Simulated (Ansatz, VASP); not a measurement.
YPb2IO4: VASP beside Ansatz

```
CELL_PARAMETERS angstrom
3.87805 0.00000 0.00000
0.00000 3.87805 0.00000
0.00000 0.00000 9.41307
ATOMIC_POSITIONS crystal
Pb 0.50000 0.50000 0.74068
Pb 0.50000 0.50000 0.25932
Y 0.00000 0.00000 0.00000
I 0.00000 0.00000 0.50000
O 0.50000 0.00000 0.85759
O 0.00000 0.50000 0.85759
O 0.50000 0.00000 0.14241
O 0.00000 0.50000 0.14241
```

Alike in both runs: functional r2SCAN; k mesh 8 × 8 × 4; occupations fermi-dirac, width 0.1262 eV; no spin polarisation.

Ansatz relaxed the structure, and its values are those at the end. VASP's run is a single point on that final structure, the one shown.

```csv
,VASP,Ansatz
version,VASP 6.6.1,Ansatz 0.2.0
potentials or method,"VASP PAW PBE potentials, release 64 (Pb_d, Y_sv, I, O), cutoff 520 eV",PAW plane waves
valence electrons in the cell,70,80
```

```tsv
	VASP	Ansatz	Ansatz less VASP
pressure (GPa)	3.8	3.4	-0.41
rms of the force components (eV/Å)	0.034	0.003	-0.0310
```

VASP's potentials were made for PBE, not for r2SCAN. VASP's potentials hold 70 valence electrons a cell and Ansatz's 80, so a difference there can come from the potentials and not from the codes. Ansatz's warnings: stress scf threshold loose.

Neither program's run includes spin-orbit coupling.
